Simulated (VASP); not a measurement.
**SiC: single point with PBE**

The system is SiC.

```
Si C
1.0
     1.26829   -5.84803    0.00000
     1.26829    5.84803    0.00000
     0.00000    0.00000    3.05712
Si C
2 2
Direct
  0.10504 0.89496 0.50000
  0.89496 0.10504 0.50000
  0.21700 0.78300 0.00000
  0.78300 0.21700 0.00000
```

The cell was built from a structure type or drawn by symmetry, and may not be a known phase.

* Program: VASP 6.6.1
* Task: single point
* Functional: PBE
* Potentials or basis: VASP PAW PBE potentials, release 64 (Si, C)
* Cutoff: 520 eV
* k mesh: 6 × 6 × 6
* Occupations: gaussian, width 0.1 eV
* Spin: no spin polarisation

```
Pressure               : 0.1 GPa
Largest force          : 0.066 eV/Å
Band gap on the k mesh : zero (bands 8 and 9 overlap by 3.51 eV)
```

Forces in eV/Å, atoms in the order of the input:
```
Si   0.000 -0.016  0.000
Si   0.000  0.016  0.000
C    0.000  0.066  0.000
C    0.000 -0.066  0.000
```

Stress tensor (GPa, compression positive):
```
0.03 0.00 0.00
0.00 0.11 0.00
0.00 0.00 0.15
```

Levels at points of the mesh, in eV from the Fermi level:
| k point | band 5 | band 6 | band 7 | band 8 | band 9 | band 10 | band 11 | band 12 |
| --- | --- | --- | --- | --- | --- | --- | --- | --- |
| (0.00, 0.00, 0.00) | -4.42 | -2.39 | -0.99 | 1.19 | 1.97 | 4.26 | 5.42 | 6.74 |
| (0.50, 0.00, 0.00) | -3.99 | -3.40 | -1.29 | -1.02 | -0.99 | 3.86 | 5.62 | 6.83 |
| (0.50, 0.50, 0.00) | -5.06 | -4.42 | 0.70 | 2.28 | 2.47 | 3.24 | 6.28 | 6.51 |
| (0.00, 0.00, 0.50) | -6.65 | -5.20 | -4.16 | 1.95 | 2.83 | 4.31 | 4.46 | 7.88 |
| (0.50, 0.00, 0.50) | -5.46 | -5.23 | -3.06 | -2.78 | -0.87 | 2.38 | 2.96 | 3.36 |
| (0.50, 0.50, 0.50) | -4.16 | -3.72 | -2.46 | -1.84 | -1.00 | 6.87 | 7.03 | 7.87 |

Run time: 26 s on 1 thread of Intel(R) Xeon(R) 6975P-C (Granite Rapids), with other jobs on the host, peak memory 0.22 GiB.

Caveat: the k points lie up to 0.42 Å⁻¹ apart, too coarse for converged energies and pressures of a metal.
